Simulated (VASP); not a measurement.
A run of VASP 6.6.1 is set up as follows.

Contents of INCAR:

```
SYSTEM = KBr
PREC = Accurate
ENCUT = 520
EDIFF = 1E-6
ISMEAR = -1
SIGMA = 0.01
LREAL = .False.
LASPH = .True.
NELM = 60
ALGO = Normal
ISIF = 2
LWAVE = .False.
LCHARG = .False.
GGA = PE
NBANDS = 15
```

File KPOINTS:

```
Automatic mesh
0
Gamma
  6 6 6
  0 0 0
```

Contents of POSCAR:

```
KBr
1.0
    0.0000000000      3.2925000000      3.2925000000
    3.2925000000      0.0000000000      3.2925000000
    3.2925000000      3.2925000000      0.0000000000
K Br
1 1
Direct
    0.0000000000      0.0000000000      0.0000000000
    0.5000000000      0.5000000000      0.5000000000
```

Potentials or basis: VASP PAW PBE potentials, release 64 (K_sv, Br).

Launch:

```console
$ cat potpaw_PBE.64/K_sv/POTCAR potpaw_PBE.64/Br/POTCAR > POTCAR
$ mpirun -np 1 vasp_std > vasp.out
```

(1) What does it give for the band gap on the k mesh?

(2) What does it give for the pressure?

Answers

(1) 4.45 eV.

(2) 0.9 GPa.
